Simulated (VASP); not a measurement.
Here is a VASP 6.6.1 calculation.

The input INCAR:

```
SYSTEM = GaN
PREC = Accurate ; ENCUT = 520
EDIFF = 1E-6 ; ISMEAR = 0
SIGMA = 0.01 ; LREAL = .FALSE.
LASPH = .TRUE. ; NELM = 100
ALGO = Normal ; ISIF = 2
LWAVE = .FALSE. ; LCHARG = .TRUE.
GGA = PS ; LELF = .TRUE.
LVHAR = .TRUE. ; NBANDS = 16
```

File KPOINTS:

```
Automatic mesh
0
G
  10 10 10
  0 0 0
```

POSCAR

```
GaN
1.0
    2.2378915854      2.2378915854      0.0000000000
   -2.2378915854      2.2378915854      0.0000000000
    0.0000000000      2.2378915854      2.2609215657
Ga N
1 1
Direct
    0.0000000000      0.0000000000      0.0000000000
    0.2500000000      0.7500000000      0.5000000000
```

Potentials or basis: VASP PAW PBE potentials, release 64 (Ga_d, N).

The run is started by

```console
$ cat potpaw_PBE.64/Ga_d/POTCAR potpaw_PBE.64/N/POTCAR > POTCAR
$ mpirun -np 1 vasp_std > vasp.out
```

Problem. What does it give for the pressure?

Solution. 0.7 GPa.

Problem. Estimate the band gap on the k mesh.

Solution. 1.73 eV, direct.

Stress tensor (GPa, compression positive):
```
 1.10  0.00  0.00
 0.00  1.10  0.00
 0.00  0.00 -0.20
```

Caveat: the cell differs from its parent crystal (in-plane strain -0.005, then relaxed in part); the PAW data sets were made with another functional, which shifts forces and pressure a little.
